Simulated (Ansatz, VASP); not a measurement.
## Two plane-wave programs on Ge

File INCAR:

```
SYSTEM = Ge
ALGO     = Normal         ! electronic algorithm
EDIFF    = 1E-7           ! SCF threshold, eV
ENCUT    = 520            ! plane-wave cutoff, eV
GGA      = PS             ! functional
ISIF     = 2              ! what is computed and relaxed
ISMEAR   = -1             ! smearing method
LASPH    = .True.         ! aspherical terms in the spheres
LCHARG   = .True.         ! write CHGCAR
LELF     = .True.         ! ELF
LREAL    = .False.        ! projectors in reciprocal space
LVHAR    = .True.       
LWAVE    = .False.        ! write WAVECAR
NBANDS   = 13             ! bands
NELM     = 100            ! most SCF steps
PREC     = Accurate       ! precision mode
SIGMA    = 0.1            ! smearing width, eV
```

Contents of KPOINTS:

```
k-points
0
Gamma
  15 15 15
  0 0 0
```

Contents of POSCAR:

```
Ge
1.0
    0.0000000000      2.0996933643      2.0996933643
    2.0996933643      0.0000000000      2.0996933643
    2.0996933643      2.0996933643      0.0000000000
Ge
1
Direct
    0.0000000000      0.0000000000      0.0000000000
```

Input for Ansatz:

```yaml
crystal:
  lattice:
    - [0.0, 2.0996933643, 2.0996933643]
    - [2.0996933643, 0.0, 2.0996933643]
    - [2.0996933643, 2.0996933643, 0.0]
  atoms:
    - { symbol: Ge, position: [0.0, 0.0, 0.0] }
hamiltonian:
  xc: pbesol
  pseudopotentials:
    kind: paw
    azcp:
      Ge: "pseudopotentials/Ge.paw.azcp"
basis:
  ecutwfc: 420
  fft_grid_basis: typed
kpoints:
  mp_grid: { grid: [15, 15, 15], shift: [0, 0, 0] }
magnetization:
  spin_polarized: false
scf:
  occupations: { method: fermi_dirac, width: 0.1 }
  lower_state_search: "off"
output:
  stress: true
```

Alike in both runs: task single point; functional PBEsol; k mesh 15 × 15 × 15; occupations fermi-dirac, width 0.1 eV; no spin polarisation.

|  | VASP | Ansatz |
| --- | --- | --- |
| version | VASP 6.6.1 | Ansatz 0.2.0 |
| potentials or method | VASP PAW PBE potentials, release 64 (Ge_d), cutoff 520 eV | plane waves (420 eV) with PAW, scalar-relativistic |
| valence electrons in the cell | 14 | 14 |

|  | VASP | Ansatz | Ansatz less VASP |
| --- | --- | --- | --- |
| pressure (GPa) | 0.5 | 0.4 | -0.07 |

VASP's potentials were made for PBE, not for PBEsol, and Ansatz warns of the same on its side. With one functional, cell and mesh, what is left measures potentials, basis and numerics.
